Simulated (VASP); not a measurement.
SnTe (zincblende type): electric field gradients with PBE

The system is SnTe (zincblende type).

```
Sn Te
1.0
     0.00000    3.67748    3.67748
     3.67748    0.00000    3.67748
     3.67748    3.67748    0.00000
Sn Te
1 1
Direct
  0.00000 0.00000 0.00000
  0.25000 0.25000 0.25000
```

This cell differs from its parent crystal: volume scaled by 1.06.

```
Program                : VASP 6.6.1
Task                   : electric field gradients
Functional             : PBE
Potentials or basis    : VASP PAW PBE potentials, release 64 (Sn_d, Te)
Cutoff                 : 520 eV
k mesh                 : 9 × 9 × 9
Occupations            : fermi-dirac, width 0.05 eV
Spin                   : no spin polarisation
Dipole correction      : no
Further INCAR settings : ALGO = Normal; EDIFF = 1e-08; NBANDS = 17
```

* Pressure: -1.3 GPa
* Band gap on the k mesh: 0.35 eV, indirect (least direct gap 0.87 eV)

Levels at points of the mesh, in eV from the valence-band top:
```tsv
k point	band 7	band 8	band 9	band 10	band 11	band 12	band 13	band 14
(0.00, 0.00, 0.00)	-5.20	-1.68	-1.68	-1.68	1.17	1.17	1.17	4.26
```

Run time: 48 s on 1 thread of AMD EPYC 9R45 96-Core Processor (Zen 5), on a shared host, peak memory 0.23 GiB.

Caveat: without QUAD_EFG the Cq values of the log hold for a quadrupole moment of 1 mb, not for the nuclei; spin-orbit coupling is left out, which moves the levels of the heavy elements. A k mesh can miss the band edges.
